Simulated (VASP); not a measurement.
Write the native input for VASP 6.6.1 that does the following.

* Task: single point
* Functional: PBE
* Potentials or basis: VASP PAW PBE potentials, release 64 (C, W_sv)
* Cutoff: 520 eV
* k mesh: 12 × 6 × 1
* Occupations: gaussian, width 0.1 eV
* Spin: no spin polarisation
* Dipole correction: yes
* Further INCAR settings: LREAL = Auto; ALGO = Fast; EDIFF = 1e-06; NBANDS = 96; ISYM = 0

The structure of WC lies in POSCAR:

```
WC
1.0
    2.9217712147      0.0000000000      0.0000000000
   -1.4608856073      6.2310472058      0.0000000000
    0.0000000000      0.0000000000     24.4419095073
C W
9 9
Direct
    0.1748697528      0.3496776255      0.3154814820
    0.9474714678      0.8948571589      0.3532211517
    0.7420552040      0.4841417255      0.4018081492
    0.5333884634      0.0667683433      0.4475242467
    0.3240140062      0.6479995525      0.4960744280
    0.1163669134      0.2326815709      0.5428092947
    0.9042729315      0.8085745940      0.5902062510
    0.6992082981      0.3984561896      0.6398598146
    0.4894061679      0.9789402133      0.6814368325
    0.7894622387      0.5788715852      0.3191866893
    0.5799154511      0.1597563310      0.3600451824
    0.3753712530      0.7506904819      0.4101393456
    0.1644981793      0.3290017069      0.4558172372
    0.9560691984      0.9121763621      0.5035378348
    0.7477235540      0.4954271653      0.5510125922
    0.5394134978      0.0788303777      0.5972384653
    0.3305295756      0.6611439027      0.6458721587
    0.1094682278      0.2190138756      0.6887288440
```

The input as run:

INCAR

```
  PREC = Accurate
  ENCUT = 520
  EDIFF = 1E-6
  ISMEAR = 0
  SIGMA = 0.1
  LREAL = Auto
  LASPH = True
  NELM = 80
  ALGO = Fast
  ISIF = 2
  LWAVE = False
  LCHARG = False
  LDIPOL = True
  IDIPOL = 3
  DIPOL = 0.5 0.5 0.500
  GGA = PE
  NBANDS = 96
  ISYM = 0
```

KPOINTS

```
regular mesh
0
Gamma
  12 6 1
```

Potentials or basis: VASP PAW PBE potentials, release 64 (C, W_sv).

Run with:

```sh
$ cat potpaw_PBE.64/C/POTCAR potpaw_PBE.64/W_sv/POTCAR > POTCAR
$ mpirun -np 1 vasp_std > vasp.out
```

It gave:

```
Largest force          : 0.074 eV/Å
Band gap on the k mesh : zero (bands 81 and 82 overlap by 0.97 eV)
```

Caveat: spin-orbit coupling is left out, which moves the levels of the heavy elements.

Run time: 93 min on 1 thread of Oxide Virtual Turin-like Processor, with other jobs on the host, peak memory 1.1 GiB.
